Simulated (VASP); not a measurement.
Write the native input for VASP 6.6.1 that does the following.

```
Task                   : single point
Functional             : r2SCAN
Potentials or basis    : VASP PAW PBE potentials, release 64 (Ti_sv, N)
Cutoff                 : 520 eV
k mesh                 : 8 × 8 × 8
Occupations            : gaussian, width 0.1 eV
Spin                   : no spin polarisation
Dipole correction      : no
Further INCAR settings : ALGO = Normal; EDIFF = 1e-07; NBANDS = 16
```

The system is TiN (dscan).

```xyz
2
Lattice="0.0000 2.1206 2.1206 2.1206 0.0000 2.1206 2.1206 2.1206 0.0000" Properties=species:S:1:pos:R:3 pbc="T T T"
Ti    0.0000    0.0000    0.0000
N     2.1206    2.1206    2.1206
```

One way to write it, as run:

POSCAR

```
TiN
1.0
    0.0000000000      2.1206234500      2.1206234500
    2.1206234500      0.0000000000      2.1206234500
    2.1206234500      2.1206234500      0.0000000000
Ti N
1 1
Direct
    0.0000000000      0.0000000000      0.0000000000
    0.5000000000      0.5000000000      0.5000000000
```

INCAR.step1

```
SYSTEM = TiN
ALGO = Normal
EDIFF = 1E-4
ENCUT = 520
GGA = PE
ISMEAR = 0
LASPH = .True.
LCHARG = .False.
LREAL = .False.
LWAVE = .True.
NBANDS = 16
NELM = 80
PREC = Accurate
SIGMA = 0.1
```

INCAR.step2

```
SYSTEM = TiN
ALGO = Normal
EDIFF = 1E-7
ENCUT = 520
ISIF = 2
ISMEAR = 0
ISTART = 1
LASPH = .True.
LCHARG = .False.
LMIXTAU = .True.
LREAL = .False.
LWAVE = .False.
METAGGA = R2SCAN
NBANDS = 16
NELM = 80
PREC = Accurate
SIGMA = 0.1
```

KPOINTS

```
k-points
0
Gamma
  8 8 8
  0 0 0
```

Potentials or basis: VASP PAW PBE potentials, release 64 (Ti_sv, N).

Launch:

```bash
$ cat potpaw_PBE.64/Ti_sv/POTCAR potpaw_PBE.64/N/POTCAR > POTCAR
$ cp INCAR.step1 INCAR
$ mpirun -np 1 vasp_std > vasp.out
$ cp INCAR.step2 INCAR
$ mpirun -np 1 vasp_std > vasp.out
```

Results of the run:

The pressure is -0.1 GPa.

Caveat: the PAW data sets were made with another functional, which shifts forces and pressure a little.

It took 18 s on 1 thread of Intel(R) Xeon(R) 6975P-C (Granite Rapids), on a shared host, peak memory 0.14 GiB.
